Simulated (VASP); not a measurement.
# Co (P-3m1) in VASP: a series of runs

Co is run at these levels: PBEsol; tasks: single point.

All numbers are computed with VASP 6.6.1; they aren't measurements. Logs are shortened: lines on timing, memory, paths and dates and some standing lists are left out, and cuts for length are marked.

## Step 1: The cell of the first run

The structure is trigonal, space group P-3m1 (No. 164). Conventional cell: a = 2.487 Å, b = 2.487 Å, c = 4.063 Å, α = 90.00°, β = 90.00°, γ = 120.00°. Within 3.2 Å of Co (site symmetry 3m) lie 12 Co at 2.42 to 2.55 Å.

## Step 2: Single point, PBEsol, collinear spin, ferromagnetic start

The input, INCAR:

```
SYSTEM = Co
ALGO = Normal
EDIFF = 1E-6
ENCUT = 520
GGA = PS
ISIF = 2
ISMEAR = -1
ISPIN = 2
LASPH = .True.
LCHARG = .False.
LMAXMIX = 4
LORBIT = 11
LREAL = .False.
LWAVE = .False.
MAGMOM = 2.5 2.5
NBANDS = 20
NELM = 150
PREC = Accurate
SIGMA = 0.05
```

The input, KPOINTS:

```
k-points
0
Gamma
  4 4 2
  0 0 0
```

The input, POSCAR:

```
Co
1.0
    2.4873650000      0.0000000000      0.0000000000
   -1.2436820000      2.1541210000      0.0000000000
    0.0000000000      0.0000000000      4.0632900000
Co
2
Direct
    0.6666666667      0.3333333333      0.2598610000
    0.3333333333      0.6666666667      0.7401390000
```

Potentials or basis: VASP PAW PBE potentials, release 64 (Co).

Launch:

```bash
cat potpaw_PBE.64/Co/POTCAR > POTCAR
mpirun -np 1 vasp_std > vasp.out
```

OUTCAR:

```text
SYSTEM = Co
   EDIFF = 1E-6
   ENCUT = 520
   GGA = PS
   ISIF = 2
   ISMEAR = -1
   ISPIN = 2
   LASPH = .True.
   LORBIT = 11
   LREAL = .False.
   NELM = 150
   PREC = Accurate

 ion  position               nearest neighbor table
   1  0.667  0.333  0.260-   2 2.42   2 2.42   2 2.42   2 2.55   2 2.55   2 2.55
   2  0.333  0.667  0.740-   1 2.42   1 2.42   1 2.42   1 2.55   1 2.55   1 2.55

  LATTYP: Found a hexagonal cell.
 ALAT       =     2.4873650000
 C/A-ratio  =     1.6335720733

  Lattice vectors:

 A1 = (   2.4873650000,   0.0000000000,   0.0000000000)
 A2 = (  -1.2436820000,   2.1541210000,   0.0000000000)
 A3 = (   0.0000000000,   0.0000000000,   4.0632900000)

Analysis of symmetry for initial positions (statically):
=====================================================================
 Subroutine PRICEL returns:
 Original cell was already a primitive cell.

 Routine SETGRP: Setting up the symmetry group for a
 hexagonal supercell.

 Subroutine GETGRP returns: Found 12 space group operations
 (whereof 12 operations were pure point group operations)
 out of a pool of 24 trial point group operations.

The static configuration has the point symmetry D_3d.

Analysis of symmetry for dynamics (positions and initial velocities):
=====================================================================
 Subroutine PRICEL returns:
 Original cell was already a primitive cell.

 Routine SETGRP: Setting up the symmetry group for a
 hexagonal supercell.

 Subroutine GETGRP returns: Found 12 space group operations
 (whereof 12 operations were pure point group operations)
 out of a pool of 24 trial point group operations.

The dynamic configuration has the point symmetry D_3d.

Analysis of structural, dynamic, and magnetic symmetry:
=====================================================================
 Subroutine PRICEL returns:
 Original cell was already a primitive cell.

 Routine SETGRP: Setting up the symmetry group for a
 hexagonal supercell.

 Subroutine GETGRP returns: Found 12 space group operations
 (whereof 12 operations were pure point group operations)
 out of a pool of 24 trial point group operations.

The overall configuration has the point symmetry D_3d.

 Subroutine INISYM returns: Found 12 space group operations
 (whereof 12 operations are pure point group operations),
 and found     1 'primitive' translations

----------------------------------------------------------------------------------------

[... 97 lines left out ...]
  Fermi-wavevector in a.u.,A,eV,Ry     =   1.536514  2.903590 32.121658  2.360875
  Thomas-Fermi vector in A             =   2.643152
   LORBIT       =     11    0 simple, 1 ext, 2 COOP (PROOUT), +10 PAW based schemes
   GGA     = PS    functional components
   LHFCALC =     F    Hartree Fock is set to
   AEXX    =    0.0000 exact exchange contribution
   IVDW    =     0    specifies the selected vdW correction
   LEPSILON=     F    determine dielectric tensor
   LRPA    =     F    only Hartree local field effects (RPA)
 spin polarized calculation
  energy-cutoff  :      520.00
  volume of cell :       21.77
 maximum number of plane-waves:       592
   NGX =  9   NGY =  9   NGZ = 15

 number of electron      17.9999997 magnetization       3.3744540

 Free energy of the ion-electron system (eV)
  ---------------------------------------------------
  ext. energy  EPLUGINS =         0.00000000
  ---------------------------------------------------
  free energy    TOTEN  =       -15.39273043 eV

  energy without entropy =      -15.37273162  energy(sigma->0) =      -15.38273103

 E-fermi :  10.0702     XC(G=0): -13.5470

 val. band max:       10.0311276527   @ k =   0.0000   0.0000   0.0000
 cond. band min:      10.1322579247   @ k =   0.2500   0.0000   0.0000
 fundamental gap:      0.1011302721
 Fermi energy:        10.0701539083

 spin component 1

 k-point     1 :       0.0000    0.0000    0.0000
  band No.  band energies     occupation
      1       1.0420      1.00000
      2       4.8608      1.00000
      3       7.3962      1.00000
      4       7.4725      1.00000
      5       7.4725      1.00000
      6       7.7660      1.00000
[... 160 lines left out ...]
      6       7.2285      1.00000
[... 12 lines left out ...]
     19      36.6400      0.00000
     20      36.6545      0.00000
 Fermi energy:        10.0701539083

 spin component 2

 k-point     1 :       0.0000    0.0000    0.0000
  band No.  band energies     occupation
      1       1.1636      1.00000
      2       5.8828      1.00000
      3       9.0997      1.00000
      4       9.1240      1.00000
      5       9.1241      1.00000
      6       9.4492      1.00000
[... 173 lines left out ...]
     19      36.8807      0.00000
     20      36.8855      0.00000

------------------------ aborting loop because EDIFF is reached ----------------------------------------

  FORCE on cell =-STRESS in cart. coord.  units (eV):
  Direction    XX          YY          ZZ          XY          YZ          ZX
  --------------------------------------------------------------------------------------
  -------------------------------------------------------------------------------------
  Total       -1.3356354     -1.3356351     -0.8413028     -0.0000003     -0.0000000     -0.0000000
  in kB      -98.2903926    -98.2903671    -61.9120918     -0.0000228     -0.0000000     -0.0000000
  external PRESSURE =     -86.1642838 kB  Pullay stress =       0.0000000 kB

 VOLUME and BASIS-vectors are now :
 -----------------------------------------------------------------------------
  energy-cutoff  :      520.00
  volume of cell :       21.77
      direct lattice vectors                 reciprocal lattice vectors
     2.487365000  0.000000000  0.000000000     0.402031869  0.232113145  0.000000000
    -1.243682000  2.154121000  0.000000000     0.000000000  0.464226476  0.000000000
     0.000000000  0.000000000  4.063290000     0.000000000  0.000000000  0.246105988

 POSITION                                       TOTAL-FORCE (eV/Angst)
 -----------------------------------------------------------------------------------
      1.24368      0.71804      1.05589         0.000000      0.000000     -0.388859
      0.00000      1.43608      3.00740        -0.000000      0.000000      0.388859
 -----------------------------------------------------------------------------------
    total drift:                                0.000000     -0.000000     -0.000000

  FREE ENERGIE OF THE ION-ELECTRON SYSTEM (eV)
  ---------------------------------------------------
  free  energy   TOTEN  =       -15.3927304336 eV

  energy  without entropy=      -15.3727316186  energy(sigma->0) =      -15.38273103

 total charge

# of ion       s       p       d       tot
------------------------------------------
    1        0.493   0.508   7.275   8.276
    2        0.493   0.508   7.275   8.276
--------------------------------------------------
tot          0.986   1.017  14.549  16.552

 magnetization (x)

# of ion       s       p       d       tot
------------------------------------------
    1       -0.010  -0.032   1.735   1.692
    2       -0.010  -0.032   1.735   1.692
--------------------------------------------------
tot         -0.021  -0.065   3.469   3.384
```

It took 21 s on 1 thread of Intel Xeon 6975P-C, shared host; peak memory 0.13 GiB.

Results:

```yaml
Free_energy: -15.3927 eV
Pressure: -8.6 GPa
Largest_force: 0.389 eV/Å
Net_moment: 3.37 μB per cell
Site_moments: Co +1.69 μB
Valence_electrons_inside_the_program's_atomic_spheres: Co 8.28
```

Forces in eV/Å, atoms in the order of the input:
```
Co   0.000  0.000 -0.389
Co   0.000  0.000  0.389
```

Stress tensor (GPa, compression positive):
```
-9.83  0.00  0.00
 0.00 -9.83  0.00
 0.00  0.00 -6.19
```

Caveat: the k points lie up to 0.77 Å⁻¹ apart; the PAW data sets were made with another functional, which shifts forces and pressure a little.

## Step 3: Single point, PBEsol, collinear spin, ferromagnetic start

The input, INCAR:

```
PREC = Accurate
ENCUT = 520
EDIFF = 1E-7
ISMEAR = -1
SIGMA = 0.05
LREAL = False
LASPH = True
NELM = 150
ALGO = Normal
ISIF = 2
LWAVE = False
LCHARG = False
ISPIN = 2
MAGMOM = 2.5 2.5
LORBIT = 11
LMAXMIX = 4
GGA = PS
NBANDS = 20
```

The input, KPOINTS:

```
Automatic mesh
0
Gamma
  5 5 3
```

POSCAR is that of step 2.

Potentials or basis: VASP PAW PBE potentials, release 64 (Co).

Launch:

```bash
cat potpaw_PBE.64/Co/POTCAR > POTCAR
mpirun -np 1 vasp_std > vasp.out
```

Run time: 33 s. Hardware: 1 thread of Intel Xeon 6975P-C, shared host; peak memory 0.14 GiB.

It converged, with:

- Free energy: -15.3677 eV
- Pressure: -8.1 GPa
- Largest force: 0.418 eV/Å
- Net moment: 3.53 μB per cell
- Site moments: Co +1.76 μB
- Valence electrons inside the program's atomic spheres: Co 8.27

Forces in eV/Å, atoms in the order of the input:
```
Co   0.000  0.000 -0.418
Co   0.000  0.000  0.418
```

Stress tensor (GPa, compression positive):
```
 -5.70   0.00   0.00
  0.00  -5.70   0.00
  0.00   0.00 -12.75
```

Levels at points of the mesh, in eV from the Fermi level:
Spin up:
| k point | band 8 | band 9 | band 10 | band 11 | band 12 | band 13 | band 14 | band 15 |
| --- | --- | --- | --- | --- | --- | --- | --- | --- |
| (0.00, 0.00, 0.00) | -1.93 | -1.93 | -0.86 | -0.86 | -0.25 | 6.09 | 21.98 | 24.61 |
Spin down:
| k point | band 4 | band 5 | band 6 | band 7 | band 8 | band 9 | band 10 | band 11 |
| --- | --- | --- | --- | --- | --- | --- | --- | --- |
| (0.00, 0.00, 0.00) | -0.86 | -0.86 | -0.55 | -0.55 | -0.10 | -0.03 | -0.03 | 1.11 |

Caveat: the k points lie up to 0.58 Å⁻¹ apart; the PAW data sets were made with another functional, which shifts forces and pressure a little.

## Step 4: Single point, PBEsol, collinear spin, ferromagnetic start

The input, INCAR:

```
  PREC = Accurate
  ENCUT = 520
  EDIFF = 1E-6
  ISMEAR = -1
  SIGMA = 0.05
  LREAL = False
  LASPH = True
  NELM = 150
  ALGO = Normal
  ISIF = 2
  LWAVE = False
  LCHARG = False
  ISPIN = 2
  MAGMOM = 2.5 2.5
  LORBIT = 11
  LMAXMIX = 4
  GGA = PS
  NBANDS = 20
```

The input, KPOINTS:

```
regular mesh
0
Gamma
  6 6 3
```

POSCAR is that of step 3.

Launch:

```bash
cat potpaw_PBE.64/Co/POTCAR > POTCAR
mpirun -np 1 vasp_std > vasp.out
```

Wall time 43 s (1 thread of Intel Xeon 6975P-C, shared host); peak memory 0.14 GiB.

It converged, with:

```
Free energy                                           : -15.4869 eV
Pressure                                              : -10.4 GPa
Largest force                                         : 0.514 eV/Å
Net moment                                            : 3.27 μB per cell
Site moments                                          : Co +1.65 μB
Valence electrons inside the program's atomic spheres : Co 8.27
```

Forces in eV/Å, atoms in the order of the input:
```
Co   0.000  0.000 -0.514
Co   0.000  0.000  0.514
```

Stress tensor (GPa, compression positive):
```
-11.10   0.00   0.00
  0.00 -11.10   0.00
  0.00   0.00  -8.86
```

Levels at points of the mesh, in eV from the Fermi level:
Spin up:
| k point | band 7 | band 8 | band 9 | band 10 | band 11 | band 12 | band 13 | band 14 | band 15 | band 16 |
| --- | --- | --- | --- | --- | --- | --- | --- | --- | --- | --- |
| (0.00, 0.00, 0.00) | -2.35 | -1.95 | -1.95 | -0.88 | -0.88 | -0.28 | 6.07 | 21.96 | 24.57 | 24.57 |
| (0.50, 0.00, 0.00) | -2.24 | -0.72 | -0.71 | -0.55 | 1.25 | 3.26 | 9.34 | 10.31 | 12.45 | 13.83 |
Spin down:
```csv
k point,band 4,band 5,band 6,band 7,band 8,band 9,band 10,band 11
"(0.00, 0.00, 0.00)",-1.01,-1.01,-0.69,-0.69,-0.23,-0.12,-0.12,1.04
"(0.50, 0.00, 0.00)",-1.84,-1.11,-1.07,-0.69,1.16,1.27,1.33,2.49
```

Caveat: the k points lie up to 0.52 Å⁻¹ apart; the PAW data sets were made with another functional, which shifts forces and pressure a little.

## Step 5: The runs side by side

```csv
k mesh,gap on the mesh (eV),pressure (GPa),moment (μB),largest force (eV/Å)
4 × 4 × 2,none,-8.6,3.37,0.39
5 × 5 × 3,none,-8.1,3.53,0.42
6 × 6 × 3,none,-10.4,3.27,0.51
```

Alike in all rows: task single point; level PBEsol; potentials or basis VASP PAW PBE potentials, release 64 (Co); spin collinear, ferromagnetic start; cell as given; cutoff (eV) 520; smearing fermi-dirac 0.05 eV.

Caveats: all runs use coarse meshes; the PAW data sets were made with another functional, which shifts forces and pressure a little.

Absolute energies hang on the potentials; compare differences alone.
